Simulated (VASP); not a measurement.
# V2O5 (C2/m) in VASP: single point with r2SCAN

Aim: the single point of V2O5 with r2SCAN.

All numbers are computed with VASP 6.6.1; they aren't measurements. Logs are shortened: lines on timing, memory, paths and dates and some standing lists are left out, and cuts for length are marked.

### 1 The cell of the first run

The structure is monoclinic, space group C2/m (No. 12). The conventional cell has a = 11.032 Å, b = 2.871 Å, c = 5.372 Å, α = 90.00°, β = 94.16°, γ = 90.00°. V (site symmetry m) has 6 O at 1.78 to 2.05 Å within 2.4 Å. Within 2.4 Å of O (site symmetry 2/m) lie 2 V at 1.78 Å. O (site symmetry m) has 2 V at 1.78 Å within 2.4 Å. Within 2.9 Å of O (site symmetry m) lie 3 V at 1.83 to 2.05 Å and 9 O at 2.43 to 2.87 Å.

### 2 Single point, r2SCAN

The input, POSCAR:

```
V2O5
1.0
    5.5140855469     -1.4356812583      0.1355024745
    5.5140855469      1.4356812583      0.1355024745
   -0.5216011063      0.0000000000      5.3470968772
V O
2 5
Direct
    0.1431340708      0.1431340708      0.3661732289
    0.8568659292      0.8568659292      0.6338267711
    0.0000000000      0.0000000000      0.5000000000
    0.6185205200      0.6185205200      0.1728921735
    0.3814794800      0.3814794800      0.8271078265
    0.3090126584      0.3090126584      0.3726507126
    0.6909873416      0.6909873416      0.6273492874
```

The input, INCAR.step1:

```
SYSTEM = V2O5
ALGO = Normal
EDIFF = 1E-4
ENCUT = 520
GGA = PE
ISMEAR = 0
LASPH = .True.
LCHARG = .False.
LREAL = .False.
LWAVE = .True.
NBANDS = 37
NELM = 60
PREC = Accurate
SIGMA = 0.1
```

The input, INCAR.step2:

```
SYSTEM = V2O5
ALGO = Normal
EDIFF = 1E-6
ENCUT = 520
ISIF = 2
ISMEAR = 0
ISTART = 1
LASPH = .True.
LCHARG = .False.
LMIXTAU = .True.
LREAL = .False.
LWAVE = .False.
METAGGA = R2SCAN
NBANDS = 37
NELM = 60
PREC = Accurate
SIGMA = 0.1
```

The input, KPOINTS:

```
k-points
0
Gamma
  6 6 4
  0 0 0
```

Potentials or basis: VASP PAW PBE potentials, release 64 (V_sv, O).

Started as:

```bash
cat potpaw_PBE.64/V_sv/POTCAR potpaw_PBE.64/O/POTCAR > POTCAR
cp INCAR.step1 INCAR
mpirun -np 1 vasp_std > vasp.out
cp INCAR.step2 INCAR
mpirun -np 1 vasp_std > vasp.out
```

OUTCAR:

```text
SYSTEM = V2O5
   EDIFF = 1E-6
   ENCUT = 520
   ISIF = 2
   ISMEAR = 0
   ISTART = 1
   LASPH = .True.
   LREAL = .False.
   METAGGA = R2SCAN
   NELM = 60
   PREC = Accurate

 ion  position               nearest neighbor table
   1  0.143  0.143  0.366-   4 1.78   4 1.78   3 1.78   6 1.83   7 2.05   7 2.05
   2  0.857  0.857  0.634-   5 1.78   5 1.78   3 1.78   7 1.83   6 2.05   6 2.05
   3  0.000  0.000  0.500-   1 1.78   2 1.78
   4  0.619  0.619  0.173-   1 1.78   1 1.78
   5  0.381  0.381  0.827-   2 1.78   2 1.78
   6  0.309  0.309  0.373-   1 1.83   2 2.05   2 2.05
   7  0.691  0.691  0.627-   2 1.83   1 2.05   1 2.05

  LATTYP: Found a base centered monoclinic cell.
 ALAT       =    11.0315004128
 B/A-ratio  =     0.2602875773
 C/A-ratio  =     0.4870123859
 COS(beta)  =    -0.0726079243

  Lattice vectors:

 A1 = (   5.5140855469,  -1.4356812583,   0.1355024745)
 A2 = (   5.5140855469,   1.4356812583,   0.1355024745)
 A3 = (  -0.5216011063,   0.0000000000,   5.3470968772)

Analysis of symmetry for initial positions (statically):
=====================================================================
 Subroutine PRICEL returns:
 Original cell was already a primitive cell.

 Routine SETGRP: Setting up the symmetry group for a
 base centered monoclinic supercell.

 Subroutine GETGRP returns: Found  4 space group operations
 (whereof  4 operations were pure point group operations)
 out of a pool of  4 trial point group operations.

The static configuration has the point symmetry C_2h.

Analysis of symmetry for dynamics (positions and initial velocities):
=====================================================================
 Subroutine PRICEL returns:
 Original cell was already a primitive cell.

 Routine SETGRP: Setting up the symmetry group for a
 base centered monoclinic supercell.

 Subroutine GETGRP returns: Found  4 space group operations
 (whereof  4 operations were pure point group operations)
 out of a pool of  4 trial point group operations.

The dynamic configuration has the point symmetry C_2h.

 Subroutine INISYM returns: Found  4 space group operations
 (whereof  4 operations are pure point group operations),
 and found     1 'primitive' translations

----------------------------------------------------------------------------------------

[... 98 lines left out ...]
   LSORBIT =      F    spin-orbit coupling
   LASPH  =      T    aspherical Exc in radial PAW
   ENCUT  =  520.0 eV  38.22 Ry    6.18 a.u.  10.60 10.60  9.99*2*pi/ulx,y,z
   NELM   =     60;   NELMIN=  2; NELMDL=  0     # of ELM steps
   EDIFF  = 0.1E-05   stopping-criterion for ELM
   LREAL  =      F    real-space projection
   EDIFFG = 0.1E-04   stopping-criterion for IOM
   NSW    =      0    number of steps for IOM
   IBRION =     -1    ionic relax: 0-MD 1-quasi-New 2-CG
   NFREE  =      0    steps in history (QN), initial steepest desc. (CG)
   ISIF   =      2    stress and relaxation
   ISYM   =      2    0-nonsym 1-usesym 2-fastsym
   POTIM  = 0.5000    time-step for ionic-motion
   TEBEG  =    0.0;   TEEND  =   0.0 temperature during run
   PSTRESS=    0.0 pullay stress
   NELECT =      56.0000    total number of electrons
   NUPDOWN=      -1.0000    fix difference up-down
   EMIN   =  10.00;   EMAX   =-10.00  energy-range for DOS
   EFERMI =   0.00;   METHOD = LEGACY
   ISMEAR =     0;   SIGMA  =   0.10  broadening in eV -4-tet -1-fermi 0-gaus
   EFERMI_NEDOS =   21; number of points for ismear=-14 and -15
   IALGO  =     38    algorithm
   IMIX   =      4    mixing-type and parameters
     AMIX     =   0.40;   BMIX     =  1.00
     AMIX_MAG =   1.60;   BMIX_MAG =  1.00
  volume/ion in A,a.u.               =      12.12        81.81
  Fermi-wavevector in a.u.,A,eV,Ry     =   1.425272  2.693373 27.638873  2.031400
  Thomas-Fermi vector in A             =   2.545674
   LORBIT       =      0    0 simple, 1 ext, 2 COOP (PROOUT), +10 PAW based schemes
   METAGGA = R2SCAN    functional components
   LHFCALC =     F    Hartree Fock is set to
   AEXX    =    0.0000 exact exchange contribution
   IVDW    =     0    specifies the selected vdW correction
   LEPSILON=     F    determine dielectric tensor
   LRPA    =     F    only Hartree local field effects (RPA)
 non-spin polarized calculation
 Gauss-broadening in eV      SIGMA  =   0.10
  energy-cutoff  :      520.00
  volume of cell :       84.86
 maximum number of plane-waves:      2310
   NGX = 21   NGY = 21   NGZ = 19

 number of electron      56.0000001 magnetization

 Free energy of the ion-electron system (eV)
  ---------------------------------------------------
  ext. energy  EPLUGINS =         0.00000000
  ---------------------------------------------------
  free energy    TOTEN  =       -74.29180950 eV

  energy without entropy =      -74.29180950  energy(sigma->0) =      -74.29180950

 E-fermi :   1.8891     XC(G=0): -10.6638

 val. band max:        1.2554565430   @ k =   0.0000   0.0000   0.5000
 cond. band min:       2.9894567166   @ k =   0.5000  -0.0000   0.5000
 fundamental gap:      1.7340001736
 Fermi energy:         1.8891020123

 k-point     1 :       0.0000    0.0000    0.0000
  band No.  band energies     occupation
      1     -66.1618      2.00000
      2     -66.1447      2.00000
      3     -38.9215      2.00000
      4     -38.8427      2.00000
      5     -38.8380      2.00000
      6     -38.7889      2.00000
[... 949 lines left out ...]
     36       6.1928      0.00000
     37       6.9074      0.00000

 [... further k-points ...]
[... 5 lines left out ...]
  --------------------------------------------------------------------------------------
  -------------------------------------------------------------------------------------
  Total        0.8622772      0.8042950      0.5349421      0.0000000      0.0000000      0.0124198
  in kB       16.2793883     15.1847117     10.0994564      0.0000000      0.0000000      0.2344803
  external PRESSURE =      13.8545188 kB  Pullay stress =       0.0000000 kB

 VOLUME and BASIS-vectors are now :
 -----------------------------------------------------------------------------
  energy-cutoff  :      520.00
  volume of cell :       84.86
      direct lattice vectors                 reciprocal lattice vectors
     5.514085547 -1.435681258  0.135502474     0.090460021 -0.348266718  0.008824236
     5.514085547  1.435681258  0.135502474     0.090460021  0.348266718  0.008824236
    -0.521601106  0.000000000  5.347096877    -0.004584752  0.000000000  0.186570135

 POSITION                                       TOTAL-FORCE (eV/Angst)
 -----------------------------------------------------------------------------------
      1.38751      0.00000      1.99675        -0.021031     -0.000000      0.134463
      9.11906      0.00000      3.62135         0.021031     -0.000000     -0.134463
     -0.26080      0.00000      2.67355        -0.000000      0.000000      0.000000
      6.73097      0.00000      1.09209        -0.034426     -0.000000     -0.173504
      3.77560      0.00000      4.52601         0.034426     -0.000000      0.173504
      3.21347      0.00000      2.07634         0.130370     -0.000000     -0.022618
      7.29310      0.00000      3.54176        -0.130370     -0.000000      0.022618
 -----------------------------------------------------------------------------------
    total drift:                                0.000000      0.000000      0.000000

  FREE ENERGIE OF THE ION-ELECTRON SYSTEM (eV)
  ---------------------------------------------------
  free  energy   TOTEN  =       -74.2918094977 eV

  energy  without entropy=      -74.2918094977  energy(sigma->0) =      -74.29180950
```

OUTCAR.step1:

```text
SYSTEM = V2O5
   EDIFF = 1E-4
   ENCUT = 520
   GGA = PE
   ISMEAR = 0
[... 1203 lines left out ...]
      6.73097      0.00000      1.09209        -0.112825      0.000000     -0.516632
      3.77560      0.00000      4.52601         0.112825      0.000000      0.516632
      3.21347      0.00000      2.07634         0.312643      0.000000     -0.290721
      7.29310      0.00000      3.54176        -0.312643      0.000000      0.290721
 -----------------------------------------------------------------------------------
    total drift:                                0.000000      0.000000      0.000000

  FREE ENERGIE OF THE ION-ELECTRON SYSTEM (eV)
  ---------------------------------------------------
  free  energy   TOTEN  =       -57.6240298754 eV

  energy  without entropy=      -57.6240298754  energy(sigma->0) =      -57.62402988
```

OSZICAR.step1:

```text
N       E                     dE             d eps       ncg     rms          rms(c)
DAV:   1     0.721032277111E+03    0.72103E+03   -0.33335E+04  3614   0.159E+03
DAV:   2    -0.525816600111E+01   -0.72629E+03   -0.68939E+03  3790   0.482E+02
DAV:   3    -0.793854109225E+02   -0.74127E+02   -0.73058E+02  3958   0.157E+02
DAV:   4    -0.807645332317E+02   -0.13791E+01   -0.13774E+01  3984   0.228E+01
DAV:   5    -0.807810419092E+02   -0.16509E-01   -0.16507E-01  3946   0.263E+00    0.611E+01
DAV:   6    -0.745513376203E+02    0.62297E+01   -0.25945E+02  3922   0.104E+02    0.516E+01
DAV:   7    -0.654133552444E+02    0.91380E+01   -0.19929E+02  3963   0.121E+02    0.325E+01
DAV:   8    -0.591883786672E+02    0.62250E+01   -0.11449E+01  3606   0.285E+01    0.109E+01
DAV:   9    -0.577760875869E+02    0.14123E+01   -0.24211E+00  4053   0.118E+01    0.363E+00
DAV:  10    -0.576737872006E+02    0.10230E+00   -0.24218E-01  3856   0.336E+00    0.232E+00
DAV:  11    -0.577169338351E+02   -0.43147E-01   -0.70434E-01  3653   0.790E+00    0.377E+00
DAV:  12    -0.576242431401E+02    0.92691E-01   -0.30108E-01  3625   0.486E+00    0.435E-01
DAV:  13    -0.576255783953E+02   -0.13353E-02   -0.91854E-03  3769   0.736E-01    0.391E-01
DAV:  14    -0.576241255729E+02    0.14528E-02   -0.44855E-03  3588   0.619E-01    0.114E-01
DAV:  15    -0.576240298754E+02    0.95697E-04   -0.40681E-04  3265   0.159E-01
   1 F= -.57624030E+02 E0= -.57624030E+02  d E =-.630791E-18
```

Wall time 12 min (1 thread of AMD EPYC 7R13 (Zen 3), shared host); peak memory 0.3 GiB.

What came out:

```yaml
Free_energy: -74.2918 eV
Pressure: 1.4 GPa
Largest_force: 0.177 eV/Å
Band_gap_on_the_k_mesh: 1.73 eV (least direct gap 1.81 eV)
```

Forces in eV/Å, atoms in the order of the input:
```
V   -0.021  0.000  0.134
V    0.021  0.000 -0.134
O    0.000  0.000  0.000
O   -0.034  0.000 -0.174
O    0.034  0.000  0.174
O    0.130  0.000 -0.023
O   -0.130  0.000  0.023
```

Levels at points of the mesh, in eV from the valence-band top:
| k point | band 24 | band 25 | band 26 | band 27 | band 28 | band 29 | band 30 | band 31 | band 32 | band 33 |
| --- | --- | --- | --- | --- | --- | --- | --- | --- | --- | --- |
| (0.00, 0.00, 0.00) | -1.34 | -1.22 | -0.93 | -0.14 | -0.02 | 1.81 | 2.42 | 2.52 | 2.91 | 3.23 |
| (0.50, 0.00, 0.00) | -1.87 | -1.82 | -1.30 | -1.07 | -0.23 | 1.74 | 1.97 | 2.02 | 2.92 | 3.13 |
| (0.50, 0.50, 0.00) | -1.49 | -1.44 | -0.75 | -0.30 | -0.23 | 1.93 | 2.16 | 2.64 | 2.66 | 3.28 |
| (0.00, 0.00, 0.50) | -1.73 | -1.64 | -1.08 | -0.30 | 0.00 | 1.81 | 2.39 | 2.55 | 2.91 | 3.37 |
| (0.50, 0.00, 0.50) | -2.14 | -1.76 | -1.33 | -0.87 | -0.28 | 1.73 | 2.00 | 2.00 | 2.84 | 3.10 |
| (0.50, 0.50, 0.50) | -1.75 | -1.43 | -0.74 | -0.37 | -0.25 | 1.93 | 2.19 | 2.56 | 2.66 | 3.28 |

Caveat: the PAW data sets were made with another functional, which shifts forces and pressure a little.
